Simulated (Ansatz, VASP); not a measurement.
## Cu4Mo: VASP beside Ansatz

The input INCAR:

```
SYSTEM = Cu4Mo
PREC = Accurate ; ENCUT = 520
EDIFF = 1E-6 ; ISMEAR = 0
SIGMA = 0.1 ; LREAL = .FALSE.
LASPH = .TRUE. ; NELM = 150
ALGO = Fast ; ISIF = 2
LWAVE = .FALSE. ; LCHARG = .FALSE.
ISPIN = 2 ; MAGMOM = 0 0 0 0 1
LORBIT = 11 ; LMAXMIX = 4
GGA = PE ; NBANDS = 41
```

Contents of KPOINTS:

```
Automatic mesh
0
G
  6 6 4
  0 0 0
```

The input POSCAR:

```
Cu4Mo
1.0
    4.1288263489      0.0000000000      0.0000000000
   -2.0644131745      3.5756685060      0.0000000000
    0.0000000000      0.0000000000      4.8208171715
Cu Mo
4 1
Direct
    0.3333333333      0.6666666667      0.3294016918
    0.6666666667      0.3333333333      0.6705983082
    0.3333333333      0.6666666667      0.8405719255
    0.6666666667      0.3333333333      0.1594280745
    0.0000000000      0.0000000000      0.5000000000
```

Input for Ansatz:

```yaml
crystal:
  lattice:
    - [4.1288263489, 0.0, 0.0]
    - [-2.0644131745, 3.575668506, 0.0]
    - [0.0, 0.0, 4.8208171715]
  atoms:
    - { symbol: Cu, position: [0.3333333333, 0.6666666667, 0.3294016918] }
    - { symbol: Cu, position: [0.6666666667, 0.3333333333, 0.6705983082] }
    - { symbol: Cu, position: [0.3333333333, 0.6666666667, 0.8405719255] }
    - { symbol: Cu, position: [0.6666666667, 0.3333333333, 0.1594280745] }
    - { symbol: Mo, position: [0.0, 0.0, 0.5], spin: 1.0 }
basis:
  ecutwfc: 420
kpoints:
  mp_grid: { grid: [6, 6, 4] }
hamiltonian:
  xc: pbe
scf:
  occupations: { method: gaussian, width: 0.1 }
  lower_state_search: "off"
output:
  forces: true
  stress: true
  eigenvalues: true
  populations: true
magnetization:
  spin_polarized: true
```

Alike in both runs: task single point; functional PBE; k mesh 6 × 6 × 4; occupations gaussian, width 0.1 eV; collinear spin.

|  | VASP | Ansatz |
| --- | --- | --- |
| version | VASP 6.6.1 | Ansatz 0.2.0 |
| potentials or method | VASP PAW PBE potentials, release 64 (Cu, Mo_sv), cutoff 520 eV | scalar-relativistic, plane waves, PAW |
| valence electrons in the cell | 58 | 90 |

|  | VASP | Ansatz | Ansatz less VASP |
| --- | --- | --- | --- |
| gap on the k mesh at the Fermi level (eV) | none | none | - |
| pressure (GPa) | 0.8 | 0.4 | -0.43 |
| rms of the force components (eV/Å) | 0.021 | 0.023 | +0.0015 |
| net moment per atom (μB) | 0.15 | 0.14 | -0.002 |
| size of the moment on the site where the two differ most (μB) | 0.60 | 0.50 | -0.106 |

Site moments also hang on the region over which each program counts them. Atom by atom the forces differ by 0.002 eV/Å (rms over components). A gap of «none» marks a metal or a gap that the smearing closes. The functional is the same, so the differences come from potentials, cutoffs and numerics. VASP's potentials hold 58 valence electrons a cell and Ansatz's 90, so a difference there can come from the potentials and not from the codes.
